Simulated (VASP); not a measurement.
Set up this calculation in VASP 6.6.1, as the native input.

```
Task                   : single point
Functional             : PBEsol
Potentials or basis    : VASP PAW PBE potentials, release 64 (Hf_pv, N)
Cutoff                 : 520 eV
k mesh                 : 12 × 12 × 12
Occupations            : gaussian, width 0.1 eV
Spin                   : no spin polarisation
Dipole correction      : no
Further INCAR settings : ALGO = Normal; EDIFF = 1e-06; NBANDS = 28
```

The structure of Hf3N2 lies in POSCAR:

```
Hf3N2
1.0
    1.5966362109      0.9218183462      7.7082883141
   -1.5966362109      0.9218183462      7.7082883141
    0.0000000000     -1.8436366923      7.7082883141
Hf N
3 2
Direct
    0.7789754327      0.7789754327      0.7789754327
    0.2210245673      0.2210245673      0.2210245673
    0.0000000000      0.0000000000      0.0000000000
    0.6111304236      0.6111304236      0.6111304236
    0.3888695764      0.3888695764      0.3888695764
```

One way to write it, as run:

INCAR

```
  PREC = Accurate
  ENCUT = 520
  EDIFF = 1E-6
  ISMEAR = 0
  SIGMA = 0.1
  LREAL = F
  LASPH = T
  NELM = 60
  ALGO = Normal
  ISIF = 2
  LWAVE = F
  LCHARG = F
  GGA = PS
  NBANDS = 28
```

KPOINTS

```
Automatic mesh
0
Gamma
  12 12 12
```

Potentials or basis: VASP PAW PBE potentials, release 64 (Hf_pv, N).

Launch:

```bash
$ cat potpaw_PBE.64/Hf_pv/POTCAR potpaw_PBE.64/N/POTCAR > POTCAR
$ mpirun -np 1 vasp_std > vasp.out
```

Results of the run:

```yaml
Pressure: -1.4 GPa
Largest_force: 0.074 eV/Å
Band_gap_on_the_k_mesh: zero (band 20 reaches 7.29 eV, above the bottom of band 21 at 6.26 eV)
```

Caveat: the PAW data sets were made with another functional, which shifts forces and pressure a little; spin-orbit coupling is left out, which moves the levels of the heavy elements.

Wall time 24 min on 1 thread of Intel(R) Xeon(R) Platinum 8375C CPU @ 2.90GHz (Ice Lake), on a shared host, peak memory 0.64 GiB.
